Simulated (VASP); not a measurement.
# HfN (Fm-3m) in VASP: a series of runs, part 2 of 3

VASP 6.6.1. The steps go on from the part before.

## (3) Single point, PBEsol (equal strain along all axes, cell held: +3.0 %)

The input, INCAR:

```
PREC = Accurate ; ENCUT = 520
EDIFF = 1E-6 ; ISMEAR = 0
SIGMA = 0.1 ; LREAL = F
LASPH = T ; NELM = 80
ALGO = Normal ; ISIF = 2
LWAVE = F ; LCHARG = F
GGA = PS ; NBANDS = 23
```

The input, KPOINTS:

```
regular mesh
0
Gamma
  16 16 12
```

The input, POSCAR:

```
HfN
1.0
    2.3183939522      2.3183939522      0.0000000000
   -2.3183939522      2.3183939522      0.0000000000
    0.0000000000      0.0000000000      4.6367879043
Hf N
2 2
Direct
    0.0000000000      0.0000000000      0.0000000000
    0.5000000000      0.5000000000      0.5000000000
    0.5000000000      0.5000000000      0.0000000000
    0.0000000000      0.0000000000      0.5000000000
```

Potentials or basis: VASP PAW PBE potentials, release 64 (Hf_pv, N).

On the command line:

```bash
> cat potpaw_PBE.64/Hf_pv/POTCAR potpaw_PBE.64/N/POTCAR > POTCAR
> mpirun -np 1 vasp_std > vasp.out
```

OUTCAR:

```text
PREC = Accurate
   ENCUT = 520
   EDIFF = 1E-6
   ISMEAR = 0
   LREAL = F
   LASPH = T
   NELM = 80
   ISIF = 2
   GGA = PS

 ion  position               nearest neighbor table
   1  0.000  0.000  0.000-   4 2.32   4 2.32   3 2.32   3 2.32   3 2.32   3 2.32   2 3.28   2 3.28
                             2 3.28   2 3.28   2 3.28   2 3.28   2 3.28   2 3.28
   2  0.500  0.500  0.500-   3 2.32   3 2.32   4 2.32   4 2.32   4 2.32   4 2.32   1 3.28   1 3.28
                             1 3.28   1 3.28   1 3.28   1 3.28   1 3.28   1 3.28
   3  0.500  0.500  0.000-   2 2.32   2 2.32   1 2.32   1 2.32   1 2.32   1 2.32
   4  0.000  0.000  0.500-   1 2.32   1 2.32   2 2.32   2 2.32   2 2.32   2 2.32

  LATTYP: Found a simple tetragonal cell.
 ALAT       =     3.2787041701
 C/A-ratio  =     1.4142135623

  Lattice vectors:

 A1 = (   2.3183939522,   2.3183939522,   0.0000000000)
 A2 = (  -2.3183939522,   2.3183939522,   0.0000000000)
 A3 = (   0.0000000000,   0.0000000000,   4.6367879043)

Analysis of symmetry for initial positions (statically):
=====================================================================
 Subroutine PRICEL returns following result:

  LATTYP: Found a face centered cubic cell.
 ALAT       =     4.6367879043

  Lattice vectors:

 A1 = (   0.0000000000,  -2.3183939522,  -2.3183939521)
 A2 = (   2.3183939522,   0.0000000000,  -2.3183939522)
 A3 = (   2.3183939522,  -2.3183939522,   0.0000000000)

   2 primitive cells build up your supercell.

 Routine SETGRP: Setting up the symmetry group for a
 simple tetragonal supercell.

 Subroutine GETGRP returns: Found 16 space group operations
 (whereof 16 operations were pure point group operations)
 out of a pool of 16 trial point group operations.

The static configuration has the point symmetry D_4h.

Analysis of symmetry for dynamics (positions and initial velocities):
=====================================================================
 Subroutine PRICEL returns following result:

  LATTYP: Found a face centered cubic cell.
 ALAT       =     4.6367879043

  Lattice vectors:

 A1 = (   0.0000000000,  -2.3183939522,  -2.3183939521)
 A2 = (   2.3183939522,   0.0000000000,  -2.3183939522)
 A3 = (   2.3183939522,  -2.3183939522,   0.0000000000)

   2 primitive cells build up your supercell.

 Routine SETGRP: Setting up the symmetry group for a
 simple tetragonal supercell.

 Subroutine GETGRP returns: Found 16 space group operations
 (whereof 16 operations were pure point group operations)
 out of a pool of 16 trial point group operations.

The dynamic configuration has the point symmetry D_4h.

 Subroutine INISYM returns: Found 16 space group operations
 (whereof 16 operations are pure point group operations),
 and found     2 'primitive' translations

----------------------------------------------------------------------------------------

                                     Primitive cell

  volume of cell :      24.9225

  direct lattice vectors                    reciprocal lattice vectors
     0.000000000 -2.318393952 -2.318393952    -0.215666539 -0.215666539 -0.215666539
     2.318393952  0.000000000 -2.318393952     0.215666539  0.215666539 -0.215666539
     2.318393952 -2.318393952  0.000000000     0.215666539 -0.215666539  0.215666539

  length of vectors
     3.278704170  3.278704170  3.278704170     0.373545403  0.373545403  0.373545403

  position of ions in fractional coordinates (direct lattice)
[... 30 lines left out ...]
 ===========================================

 Found    315 irreducible k-points:

 Following reciprocal coordinates:
            Coordinates               Weight
  0.000000  0.000000  0.000000      1.000000
  0.062500  0.000000  0.000000      4.000000
  0.125000  0.000000  0.000000      4.000000
  0.187500  0.000000  0.000000      4.000000
  0.250000  0.000000  0.000000      4.000000
  0.312500  0.000000  0.000000      4.000000
[... 16 lines left out ...]
  0.437500  0.125000  0.000000      8.000000
  0.500000  0.125000  0.000000      4.000000
 [... further k-points ...]
   k-points           NKPTS =    315   k-points in BZ     NKDIM =    315   number of bands    NBANDS=     23
   number of dos      NEDOS =    301   number of ions     NIONS =      4
   total plane-waves  NPLWV =  20736
   dimension x,y,z NGX =    24 NGY =   24 NGZ =   36
   dimension x,y,z NGXF=    48 NGYF=   48 NGZF=   72
   ions per type =               2   2
   NGX,Y,Z   is equivalent  to a cutoff of  12.17, 12.17, 12.91 a.u.
   NGXF,Y,Z  is equivalent  to a cutoff of  24.34, 24.34, 25.81 a.u.
 SYSTEM =  unknown system
   PREC   = accura    normal or accurate (medium, high low for compatibility)
   ISTART =      0    job   : 0-new  1-cont  2-samecut
   ICHARG =      2    charge: 1-file 2-atom 10-const
   ISPIN  =      1    spin polarized calculation?
   LNONCOLLINEAR =      F non collinear calculations
   LSORBIT =      F    spin-orbit coupling
   LASPH  =      T    aspherical Exc in radial PAW
   ENCUT  =  520.0 eV  38.22 Ry    6.18 a.u.   6.10  6.10  8.62*2*pi/ulx,y,z
   NELM   =     80;   NELMIN=  2; NELMDL= -5     # of ELM steps
   EDIFF  = 0.1E-05   stopping-criterion for ELM
   LREAL  =      F    real-space projection
   EDIFFG = 0.1E-04   stopping-criterion for IOM
   NSW    =      0    number of steps for IOM
   IBRION =     -1    ionic relax: 0-MD 1-quasi-New 2-CG
   NFREE  =      0    steps in history (QN), initial steepest desc. (CG)
   ISIF   =      2    stress and relaxation
   ISYM   =      2    0-nonsym 1-usesym 2-fastsym
   POTIM  = 0.5000    time-step for ionic-motion
   TEBEG  =    0.0;   TEEND  =   0.0 temperature during run
   PSTRESS=    0.0 pullay stress
   NELECT =      30.0000    total number of electrons
   NUPDOWN=      -1.0000    fix difference up-down
   EMIN   =  10.00;   EMAX   =-10.00  energy-range for DOS
   EFERMI =   0.00;   METHOD = LEGACY
   ISMEAR =     0;   SIGMA  =   0.10  broadening in eV -4-tet -1-fermi 0-gaus
   EFERMI_NEDOS =   21; number of points for ismear=-14 and -15
   IALGO  =     38    algorithm
   IMIX   =      4    mixing-type and parameters
     AMIX     =   0.40;   BMIX     =  1.00
     AMIX_MAG =   1.60;   BMIX_MAG =  1.00
  volume/ion in A,a.u.               =      12.46        84.09
  Fermi-wavevector in a.u.,A,eV,Ry     =   1.382212  2.612002 25.994070  1.910510
  Thomas-Fermi vector in A             =   2.506924
   LORBIT       =      0    0 simple, 1 ext, 2 COOP (PROOUT), +10 PAW based schemes
   GGA     = PS    functional components
   LHFCALC =     F    Hartree Fock is set to
   AEXX    =    0.0000 exact exchange contribution
   IVDW    =     0    specifies the selected vdW correction
   LEPSILON=     F    determine dielectric tensor
   LRPA    =     F    only Hartree local field effects (RPA)
 non-spin polarized calculation
 Gauss-broadening in eV      SIGMA  =   0.10
  energy-cutoff  :      520.00
  volume of cell :       49.85
 maximum number of plane-waves:      1384
   NGX = 13   NGY = 13   NGZ = 17

 number of electron      30.0000013 magnetization

 Free energy of the ion-electron system (eV)
  ---------------------------------------------------
  ext. energy  EPLUGINS =         0.00000000
  ---------------------------------------------------
  free energy    TOTEN  =       -45.63883154 eV

  energy without entropy =      -45.63322208  energy(sigma->0) =      -45.63602681

 E-fermi :   7.5056     XC(G=0): -12.4914

 val. band max:        7.5043394258   @ k =   0.1875   0.0000   0.0833
 cond. band min:       7.5198178820   @ k =   0.1875   0.0000   0.0000
 fundamental gap:      0.0154784563
 Fermi energy:         7.5056074536

 k-point     1 :       0.0000    0.0000    0.0000
  band No.  band energies     occupation
      1     -24.4470      2.00000
      2     -24.0801      2.00000
      3     -24.0801      2.00000
      4     -23.8443      2.00000
      5     -23.8443      2.00000
      6     -23.8435      2.00000
[... 613 lines left out ...]
     22      11.4103      0.00000
     23      14.0863      0.00000

 [... further k-points ...]
[... 5 lines left out ...]
  --------------------------------------------------------------------------------------
  -------------------------------------------------------------------------------------
  Total       -7.0767645     -7.0767645     -7.1708079      0.0000000      0.0000000      0.0000000
  in kB     -227.4697399   -227.4697399   -230.4925930      0.0000000      0.0000000      0.0000000
  external PRESSURE =    -228.4773576 kB  Pullay stress =       0.0000000 kB

 VOLUME and BASIS-vectors are now :
 -----------------------------------------------------------------------------
  energy-cutoff  :      520.00
  volume of cell :       49.85
      direct lattice vectors                 reciprocal lattice vectors
     2.318393952  2.318393952  0.000000000     0.215666539  0.215666539  0.000000000
    -2.318393952  2.318393952  0.000000000    -0.215666539  0.215666539  0.000000000
     0.000000000  0.000000000  4.636787904     0.000000000  0.000000000  0.215666539

 POSITION                                       TOTAL-FORCE (eV/Angst)
 -----------------------------------------------------------------------------------
      0.00000      0.00000      0.00000        -0.000000      0.000000     -0.000000
      0.00000      2.31839      2.31839         0.000000     -0.000000     -0.000000
      0.00000      2.31839      0.00000         0.000000      0.000000      0.000000
      0.00000      0.00000      2.31839        -0.000000      0.000000      0.000000
 -----------------------------------------------------------------------------------
    total drift:                                0.000000     -0.000000     -0.000000

  FREE ENERGIE OF THE ION-ELECTRON SYSTEM (eV)
  ---------------------------------------------------
  free  energy   TOTEN  =       -45.6388315437 eV

  energy  without entropy=      -45.6332220804  energy(sigma->0) =      -45.63602681
```

OSZICAR:

```text
N       E                     dE             d eps       ncg     rms          rms(c)
DAV:   1     0.115565496491E+03    0.11557E+03   -0.16316E+04 14498   0.128E+03
DAV:   2    -0.442397907305E+02   -0.15981E+03   -0.15108E+03 18821   0.312E+02
DAV:   3    -0.510795444251E+02   -0.68398E+01   -0.67764E+01 18930   0.518E+01
DAV:   4    -0.511438510730E+02   -0.64307E-01   -0.64210E-01 16919   0.556E+00
DAV:   5    -0.511447560946E+02   -0.90502E-03   -0.90469E-03 19720   0.533E-01    0.609E+01
DAV:   6    -0.459267907554E+02    0.52180E+01   -0.26609E+01 16906   0.249E+01    0.503E+01
DAV:   7    -0.456964070489E+02    0.23038E+00   -0.17962E+00 17402   0.768E+00    0.295E+01
DAV:   8    -0.456574938636E+02    0.38913E-01   -0.24117E-01 17854   0.335E+00    0.705E+00
DAV:   9    -0.456399656273E+02    0.17528E-01   -0.76584E-02 17788   0.153E+00    0.329E+00
DAV:  10    -0.456390035892E+02    0.96204E-03   -0.86385E-03 17964   0.577E-01    0.996E-01
DAV:  11    -0.456388347260E+02    0.16886E-03   -0.67713E-04 17880   0.173E-01    0.123E-01
DAV:  12    -0.456388314486E+02    0.32774E-05   -0.64180E-05 18680   0.512E-02    0.111E-01
DAV:  13    -0.456388315437E+02   -0.95081E-07   -0.23478E-06 14273   0.104E-02
   1 F= -.45638832E+02 E0= -.45636027E+02  d E =-.560946E-02
```

stdout:

```text
POSCAR found type information on POSCAR HfN
 POSCAR found :  2 types and       4 ions
 scaLAPACK will be used
 -----------------------------------------------------------------------------
|                                                                             |
|                                                                             |
|     You enforced a specific xc type in the INCAR file but a different       |
|     I HOPE YOU KNOW WHAT YOU ARE DOING!                                     |
|                                                                             |
 -----------------------------------------------------------------------------

 LDA part: xc-table for (Slater+PW92), standard interpolation
 POSCAR, INCAR and KPOINTS ok, starting setup
 FFT: planning ... GRIDC
 FFT: planning ... GRID_SOFT
 FFT: planning ... GRID
 WAVECAR not read
 entering main loop
```

Run time: 6.1 min. Hardware: 1 thread of Intel Xeon 8259CL, shared host; peak memory 0.41 GiB.

Results:

| Quantity | Value |
| --- | --- |
| Free energy | -45.6388 eV |
| Pressure | -22.8 GPa |
| Band gap on the k mesh | zero (bands 15 and 16 overlap by 6.46 eV) |

Caveat: the cell differs from its parent crystal (equal strain along all axes, cell held: +3.0 %); the cell stands under tension; the PAW data sets were made with another functional, which shifts forces and pressure a little; spin-orbit coupling is left out, which moves the levels of the heavy elements.

(Part 2 of 3 ends here.)

The gap in the log of VASP goes by the Fermi energy; the results here count the filled bands.